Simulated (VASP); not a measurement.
A run of VASP 6.6.1:

File INCAR:

```
PREC = Accurate
ENCUT = 520
EDIFF = 1E-6
ISMEAR = -1
SIGMA = 0.08
LREAL = F
LASPH = T
NELM = 60
ALGO = Normal
ISIF = 2
LWAVE = F
LCHARG = F
GGA = PS
NBANDS = 12
```

The input KPOINTS:

```
regular mesh
0
Gamma
  14 14 14
```

POSCAR

```
Zr
1.0
   -1.7557000000      1.8100000000      1.8100000000
    1.8100000000     -1.7557000000      1.8100000000
    1.8100000000      1.8100000000     -1.7557000000
Zr
1
Direct
    0.0000000000      0.0000000000      0.0000000000
```

Potentials or basis: VASP PAW PBE potentials, release 64 (Zr_sv).

Command:

```bash
$ cat potpaw_PBE.64/Zr_sv/POTCAR > POTCAR
$ mpirun -np 1 vasp_std > vasp.out
```

Hardware: 1 thread of Intel(R) Xeon(R) Platinum 8259CL CPU @ 2.50GHz (Skylake/Cascade Lake), on a shared host.

Task: How long does it take, and how much memory?

Result: Wall time 44 s on 1 thread of Intel(R) Xeon(R) Platinum 8259CL CPU @ 2.50GHz (Skylake/Cascade Lake), with other jobs on the host, peak memory 0.2 GiB. Counts: scf iterations 12, k points 288.
